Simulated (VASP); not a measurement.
Here is a VASP 6.6.1 calculation.

INCAR

```
SYSTEM = Zn
PREC = Accurate
ENCUT = 520
EDIFF = 1E-7
ISMEAR = 0
SIGMA = 0.15
LREAL = .False.
LASPH = .True.
NELM = 60
ALGO = Fast
ISIF = 2
LWAVE = .False.
LCHARG = .False.
GGA = PS
NBANDS = 19
```

The input KPOINTS:

```
regular mesh
0
Gamma
  24 24 10
  0 0 0
```

Contents of POSCAR:

```
Zn
1.0
    2.6647980532      0.0000000000      0.0000000000
   -1.3323990266      2.3077828100      0.0000000000
    0.0000000000      0.0000000000      5.0951010000
Zn
2
Direct
    0.3333333333      0.6666666667      0.2500000000
    0.6666666667      0.3333333333      0.7500000000
```

Potentials or basis: VASP PAW PBE potentials, release 64 (Zn).

Launch:

```sh
$ cat potpaw_PBE.64/Zn/POTCAR > POTCAR
$ mpirun -np 1 vasp_std > vasp.out
```

(1) What does it give for the pressure?

(2) Predict the band gap on the k mesh.

Results:

(1) -6.3 GPa.

(2) zero (bands 12 and 13 overlap by 4.89 eV).

Caveat: the cell differs from its parent crystal (strain +0.000 along x and y, +0.030 along z); the cell stands under tension; the PAW data sets were made with another functional, which shifts forces and pressure a little.
